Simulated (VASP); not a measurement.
The system is PbSe (Clausthalite).

```
Pb Se
1.0
     0.00000    3.06065    3.06065
     3.06065    0.00000    3.06065
     3.06065    3.06065    0.00000
Pb Se
1 1
Cartesian
  0.0000 0.0000 0.0000
  3.0606 3.0606 3.0606
```

Base run:

| Item | Value |
| --- | --- |
| Program | VASP 6.6.1 |
| Functional | PBEsol |
| Potentials or basis | VASP PAW PBE potentials, release 64 (Pb_d, Se) |
| Cutoff | 520 eV |
| k mesh | 6 × 6 × 6 |
| Occupations | fermi-dirac, width 0.01 eV |
| Spin | no spin polarisation |

Its results: band gap on the k mesh 0.20 eV, direct; pressure -0.5 GPa.

Task: After a change of settings the same cell gave: band gap on the k mesh 0.16 eV, direct; pressure -2.1 GPa. Which change was it?
A. functional from PBEsol to LDA; potentials or basis from VASP PAW PBE potentials, release 64 (Pb_d, Se) to VASP PAW LDA potentials, release 64 (Pb_d, Se)
B. functional from PBEsol to PBE; further incar settings from ALGO = Normal; EDIFF = 1e-07; NBANDS = 17 to ALGO = Normal; EDIFF = 1e-06; NBANDS = 17
C. functional from PBEsol to revPBE; further incar settings from ALGO = Normal; EDIFF = 1e-07; NBANDS = 17 to ALGO = Normal; EDIFF = 1e-06; NBANDS = 17
D. functional from PBEsol to r2SCAN; further incar settings from ALGO = Normal; EDIFF = 1e-07; NBANDS = 17 to ALGO = Normal; EDIFF = 1e-06; NBANDS = 17

Result: A.

Caveats: spin-orbit coupling is left out, which moves the levels of the heavy elements; the PAW data sets were made with another functional, which shifts forces and pressure a little (some runs).
